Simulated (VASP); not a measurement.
A run of VASP 6.6.1 is set up as follows.

Contents of INCAR:

```
SYSTEM = BiTe
ALGO = Normal ; EDIFF = 1E-6
ENCUT = 520 ; GGA = PE
ISIF = 2 ; ISMEAR = 0
LASPH = .True. ; LCHARG = .False.
LREAL = .False. ; LWAVE = .False.
NBANDS = 18 ; NELM = 60
PREC = Accurate ; SIGMA = 0.15
```

KPOINTS

```
k-points
0
Gamma
  14 14 14
  0 0 0
```

File POSCAR:

```
BiTe
1.0
    0.0000000000      3.2592625000      3.2592625000
    3.2350000000      0.0242625000      3.2350000000
    3.2350000000      3.2350000000      0.0242625000
Bi Te
1 1
Direct
    0.0000000000      0.0000000000      0.0000000000
    0.5000000000      0.5000000000      0.5000000000
```

Potentials or basis: VASP PAW PBE potentials, release 64 (Bi_d, Te).

The run is started by

```sh
$ cat potpaw_PBE.64/Bi_d/POTCAR potpaw_PBE.64/Te/POTCAR > POTCAR
$ mpirun -np 1 vasp_std > vasp.out
```

Task: What does it give for the pressure?

Result: 0.7 GPa.

Task: Predict the band gap on the k mesh.

Result: Zero (an odd number of electrons rules out a gap without spin polarisation).

Caveat: the cell differs from its parent crystal (strain +0.0150 x Voigt [0, 0, 0, 1, 0, 0]); spin-orbit coupling is left out, which moves the levels of the heavy elements.
